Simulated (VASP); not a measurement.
# Pt in VASP: density of states with PBE

Aim: the density of states of Pt with PBE.

Program: VASP 6.6.1. These are calculated values, not measurements. Logs are shortened: lines on timing, memory, paths and dates and some standing lists are left out, and cuts for length are marked.

### Step 1. The cell of the first run

The cell holds a slab with vacuum, 4 atoms: a = 2.808 Å, b = 2.808 Å, c = 22.878 Å, α = 90.00°, β = 90.00°, γ = 120.00°.

### Step 2. Density of states, PBE

Contents of POSCAR:

```
Pt
1.0
    2.8080030018      0.0000000000      0.0000000000
   -1.4040015009      2.4318019335      0.0000000000
    0.0000000000      0.0000000000     22.8782000000
Pt
4
Direct
    0.0000000000      0.0000000000      0.3496784155
    0.3333333340      0.6666666660      0.4498928048
    0.6666666670      0.3333333330      0.5501071946
    0.0000000000      0.0000000000      0.6503215845
```

Contents of INCAR.step1:

```
SYSTEM = Pt
ALGO = Normal
DIPOL = 0.5 0.5 0.500
EDIFF = 1E-6
ENCUT = 520
GGA = PE
IDIPOL = 3
ISIF = 2
ISMEAR = -1
LASPH = .True.
LCHARG = .True.
LDIPOL = .True.
LMAXMIX = 4
LREAL = .False.
LWAVE = .False.
NBANDS = 28
NELM = 60
PREC = Accurate
SIGMA = 0.08
```

Contents of KPOINTS.step1:

```
k-points
0
Gamma
  13 13 1
  0 0 0
```

Contents of INCAR.step2:

```
SYSTEM = Pt
ALGO = Normal
DIPOL = 0.5 0.5 0.500
EDIFF = 1E-6
ENCUT = 520
GGA = PE
ICHARG = 11
IDIPOL = 3
ISIF = 2
ISMEAR = -5
LASPH = .True.
LCHARG = .False.
LDIPOL = .True.
LMAXMIX = 4
LORBIT = 11
LREAL = .False.
LWAVE = .False.
NEDOS = 1001
NELM = 60
PREC = Accurate
SIGMA = 0.08
```

Contents of KPOINTS.step2:

```
k-points
0
Gamma
  20 20 1
  0 0 0
```

Potentials or basis: VASP PAW PBE potentials, release 64 (Pt).

Command:

```bash
> cat potpaw_PBE.64/Pt/POTCAR > POTCAR
> cp INCAR.step1 INCAR
> cp KPOINTS.step1 KPOINTS
> mpirun -np 1 vasp_std > vasp.out
> cp INCAR.step2 INCAR
> cp KPOINTS.step2 KPOINTS
> mpirun -np 1 vasp_std > vasp.out
```

OUTCAR:

```text
SYSTEM = Pt
   EDIFF = 1E-6
   ENCUT = 520
   GGA = PE
   ICHARG = 11
   ISIF = 2
   ISMEAR = -5
   LASPH = .True.
   LORBIT = 11
   LREAL = .False.
   NELM = 60
   PREC = Accurate

 ion  position               nearest neighbor table
   1  0.000  0.000  0.350-   2 2.81   2 2.81   2 2.81
   2  0.333  0.667  0.450-   1 2.81   1 2.81   1 2.81   3 2.81   3 2.81   3 2.81
   3  0.667  0.333  0.550-   2 2.81   2 2.81   2 2.81   4 2.81   4 2.81   4 2.81
   4  0.000  0.000  0.650-   3 2.81   3 2.81   3 2.81

  LATTYP: Found a hexagonal cell.
 ALAT       =     2.8080030018
 C/A-ratio  =     8.1474984127

  Lattice vectors:

 A1 = (   2.8080030018,   0.0000000000,   0.0000000000)
 A2 = (  -1.4040015009,   2.4318019335,   0.0000000000)
 A3 = (   0.0000000000,   0.0000000000,  22.8782000000)

Analysis of symmetry for initial positions (statically):
=====================================================================
 Subroutine PRICEL returns:
 Original cell was already a primitive cell.

 Routine SETGRP: Setting up the symmetry group for a
 hexagonal supercell.

 Subroutine GETGRP returns: Found 12 space group operations
 (whereof 12 operations were pure point group operations)
 out of a pool of 24 trial point group operations.

The static configuration has the point symmetry D_3d.

Analysis of symmetry for dynamics (positions and initial velocities):
=====================================================================
 Subroutine PRICEL returns:
 Original cell was already a primitive cell.

 Routine SETGRP: Setting up the symmetry group for a
 hexagonal supercell.

 Subroutine GETGRP returns: Found 12 space group operations
 (whereof 12 operations were pure point group operations)
 out of a pool of 24 trial point group operations.

The dynamic configuration has the point symmetry D_3d.

 Subroutine INISYM returns: Found 12 space group operations
 (whereof 12 operations are pure point group operations),
 and found     1 'primitive' translations

----------------------------------------------------------------------------------------

                                     Primitive cell

  volume of cell :     156.2240

[... 102 lines left out ...]
   POTIM  = 0.5000    time-step for ionic-motion
   TEBEG  =    0.0;   TEEND  =   0.0 temperature during run
   PSTRESS=    0.0 pullay stress
   NELECT =      40.0000    total number of electrons
   NUPDOWN=      -1.0000    fix difference up-down
   EMIN   =  10.00;   EMAX   =-10.00  energy-range for DOS
   EFERMI =   0.00;   METHOD = LEGACY
   ISMEAR =    -5;   SIGMA  =   0.08  broadening in eV -4-tet -1-fermi 0-gaus
   EFERMI_NEDOS =   21; number of points for ismear=-14 and -15
   IALGO  =     38    algorithm
   IMIX   =      4    mixing-type and parameters
     AMIX     =   0.40;   BMIX     =  1.00
     AMIX_MAG =   1.60;   BMIX_MAG =  1.00
  volume/ion in A,a.u.               =      39.06       263.56
  Fermi-wavevector in a.u.,A,eV,Ry     =   1.039551  1.964466 14.703345  1.080665
  Thomas-Fermi vector in A             =   2.174086
   LORBIT       =     11    0 simple, 1 ext, 2 COOP (PROOUT), +10 PAW based schemes
   GGA     = PE    functional components
   LHFCALC =     F    Hartree Fock is set to
   AEXX    =    0.0000 exact exchange contribution
   IVDW    =     0    specifies the selected vdW correction
   LEPSILON=     F    determine dielectric tensor
   LRPA    =     F    only Hartree local field effects (RPA)
 non-spin polarized calculation
 Fermi weights with tetrahedron method with Bloechl corrections
  energy-cutoff  :      520.00
  volume of cell :      156.22
 maximum number of plane-waves:      4241
 NGX is ok and might be reduce to    24

 number of electron      39.9999998 magnetization

 dipolmoment           0.000000      0.000000     -0.000000 electrons x Angstroem

 Free energy of the ion-electron system (eV)
  ---------------------------------------------------
  ext. energy  EPLUGINS =         0.00000000
  ---------------------------------------------------
  free energy    TOTEN  =       -23.13912084 eV

  energy without entropy =      -23.13912084  energy(sigma->0) =      -23.13912084

 E-fermi :   0.7782     XC(G=0):  -6.1053

 val. band max:        0.7940120599   @ k =   0.4000  -0.0000   0.0000
 cond. band min:       0.7739509127   @ k =   0.0000   0.0000   0.0000
 fundamental gap:     -0.0200611471
 Fermi energy:         0.7781754800

 k-point     1 :       0.0000    0.0000    0.0000
  band No.  band energies     occupation
      1      -8.4485      2.00000
      2      -7.1662      2.00000
      3      -6.0375      2.00000
      4      -5.9456      2.00000
      5      -2.8156      2.00000
      6      -2.6605      2.00000
[... 637 lines left out ...]
     23       1.7395      0.00000
     24       3.8939      0.00000

 [... further k-points ...]

------------------------ aborting loop because EDIFF is reached ----------------------------------------

 vacuum level on the upper side and lower side of the slab       (xc-potential included)        -0.227        -0.227

  FORCE on cell =-STRESS in cart. coord.  units (eV):
  Direction    XX          YY          ZZ          XY          YZ          ZX
  --------------------------------------------------------------------------------------
  -------------------------------------------------------------------------------------
  Total       -4.7290544     -4.7290544     -0.5520185      0.0000000      0.0000000     -0.0000000
  in kB      -48.4995014    -48.4995014     -5.6613052      0.0000000      0.0000000     -0.0000000
  external PRESSURE =     -34.2201026 kB  Pullay stress =       0.0000000 kB

 VOLUME and BASIS-vectors are now :
 -----------------------------------------------------------------------------
  energy-cutoff  :      520.00
  volume of cell :      156.22
      direct lattice vectors                 reciprocal lattice vectors
     2.808003002  0.000000000  0.000000000     0.356124975  0.205608850  0.000000000
    -1.404001501  2.431801934  0.000000000     0.000000000  0.411217701  0.000000000
     0.000000000  0.000000000 22.878200000     0.000000000  0.000000000  0.043709732

 POSITION                                       TOTAL-FORCE (eV/Angst)
 -----------------------------------------------------------------------------------
      0.00000      0.00000      8.00001        -0.000000      0.000000     -0.030626
      0.00000      1.62120     10.29274        -0.000000      0.000000      0.221421
      1.40400      0.81060     12.58546         0.000000      0.000000     -0.221421
      0.00000      0.00000     14.87819        -0.000000      0.000000      0.030626
 -----------------------------------------------------------------------------------
    total drift:                                0.000001     -0.000000     -0.000007

  FREE ENERGIE OF THE ION-ELECTRON SYSTEM (eV)
  ---------------------------------------------------
  free  energy   TOTEN  =       -23.1391208429 eV

  energy  without entropy=      -23.1391208429  energy(sigma->0) =      -23.13912084

 vacuum level on the upper side and lower side of the slab         6.243         6.243

 total charge

# of ion       s       p       d       tot
------------------------------------------
    1        0.621   0.437   8.008   9.066
    2        0.610   0.556   8.000   9.167
    3        0.610   0.556   8.000   9.167
    4        0.621   0.437   8.008   9.066
--------------------------------------------------
tot          2.463   1.987  32.016  36.466
```

OUTCAR.step1:

```text
SYSTEM = Pt
   EDIFF = 1E-6
   ENCUT = 520
   GGA = PE
   ISIF = 2
   ISMEAR = -1
   LASPH = .True.
   LREAL = .False.
   NELM = 60
[... 879 lines left out ...]
      1.40400      0.81060     12.58546        -0.000000     -0.000000     -0.202345
      0.00000      0.00000     14.87819         0.000000      0.000000      0.060691
 -----------------------------------------------------------------------------------
    total drift:                               -0.000001      0.000001      0.000014

  FREE ENERGIE OF THE ION-ELECTRON SYSTEM (eV)
  ---------------------------------------------------
  free  energy   TOTEN  =       -23.2077936940 eV

  energy  without entropy=      -23.0384741577  energy(sigma->0) =      -23.12313393

 vacuum level on the upper side and lower side of the slab         6.243         6.243
```

Wall time 9.4 min (1 thread of AMD EPYC 7R13, shared host); peak memory 0.32 GiB.

Results:

```
Valence electrons inside the program's atomic spheres : Pt 9.07, 9.17
```

Caveat: the bands computed are all filled at some k points, so no gap is given; spin-orbit coupling is left out, which moves the levels of the heavy elements.
